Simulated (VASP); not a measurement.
Input of a VASP 6.6.1 run:

File INCAR:

```
SYSTEM = Ru
PREC = Accurate
ENCUT = 520
EDIFF = 1E-6
ISMEAR = -1
SIGMA = 0.1
LREAL = .FALSE.
LASPH = .TRUE.
NELM = 100
ALGO = Normal
ISIF = 2
LWAVE = .FALSE.
LCHARG = .TRUE.
GGA = B5
ALDAX = 1.0
AGGAX = 1.0
AGGAC = 1.0
ALDAC = 0.0
LELF = .TRUE.
LVHAR = .TRUE.
NBANDS = 36
```

File KPOINTS:

```
Automatic mesh
0
G
  13 13 4
  0 0 0
```

POSCAR

```
Ru
1.0
    2.7535196847      0.0000000000      0.0000000000
   -1.3767598424      2.3846179968      0.0000000000
    0.0000000000      0.0000000000      8.8296063363
Ru
4
Direct
    1.0000000000      1.0000000000      1.0000000000
    1.0000000000      1.0000000000      0.5000000000
    0.3333333333      0.6666666667      0.2500000000
    0.6666666667      0.3333333333      0.7500000000
```

Potentials or basis: VASP PAW PBE potentials, release 64 (Ru_pv).

The run is started by

```bash
$ cat potpaw_PBE.64/Ru_pv/POTCAR > POTCAR
$ mpirun -np 1 vasp_std > vasp.out
```

Question: What does it give for the band gap on the k mesh?

Answer: Zero (bands 28 and 29 overlap by 2.57 eV).

Question: Estimate the pressure.

Answer: 0.6 GPa.

Caveat: the PAW data sets were made with another functional, which shifts forces and pressure a little.
